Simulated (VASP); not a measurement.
Here is a VASP 6.6.1 calculation.

Contents of INCAR:

```
PREC = Accurate
ENCUT = 520
EDIFF = 1E-6
ISMEAR = 0
SIGMA = 0.1
LREAL = F
LASPH = T
NELM = 100
ALGO = Normal
ISIF = 2
LWAVE = F
LCHARG = T
GGA = PE
LELF = T
LVHAR = T
NBANDS = 27
```

Contents of KPOINTS:

```
regular mesh
0
Gamma
  6 6 2
```

Contents of POSCAR:

```
BiSbTe2S
1.0
    4.1953085321      0.0000000000      0.0000000000
   -2.0976542661      3.6332437656      0.0000000000
    0.0000000000      0.0000000000     10.0589294816
Sb Bi Te S
1 1 2 1
Direct
    0.0000000000      0.0000000000      0.3497377477
    0.6666666667      0.3333333333      0.6416859843
    0.0000000000      0.0000000000      0.8236710830
    0.6666666667      0.3333333333      0.1769170073
    0.3333333333      0.6666666667      0.0079892076
```

Potentials or basis: VASP PAW PBE potentials, release 64 (Sb, Bi_d, Te, S).

Launch:

```console
$ cat potpaw_PBE.64/Sb/POTCAR potpaw_PBE.64/Bi_d/POTCAR potpaw_PBE.64/Te/POTCAR potpaw_PBE.64/S/POTCAR > POTCAR
$ mpirun -np 1 vasp_std > vasp.out
```

Question: What does it give for the pressure?

Answer: 0.0 GPa.

Question: Estimate the band gap on the k mesh.

Answer: 0.12 eV (least direct gap 0.36 eV).

Question: What does it give for the largest force?

Answer: 0.034 eV/Å.

Forces in eV/Å, atoms in the order of the input:
```
Sb   0.000  0.000  0.022
Bi   0.000  0.000 -0.015
Te   0.000  0.000  0.021
Te   0.000  0.000 -0.034
S    0.000  0.000  0.006
```

Caveat: spin-orbit coupling is left out, which moves the levels of the heavy elements; this functional lacks dispersion, which binds layers or chains, so the pressure and a relaxed spacing across them are unreliable. A k mesh can miss the band edges.
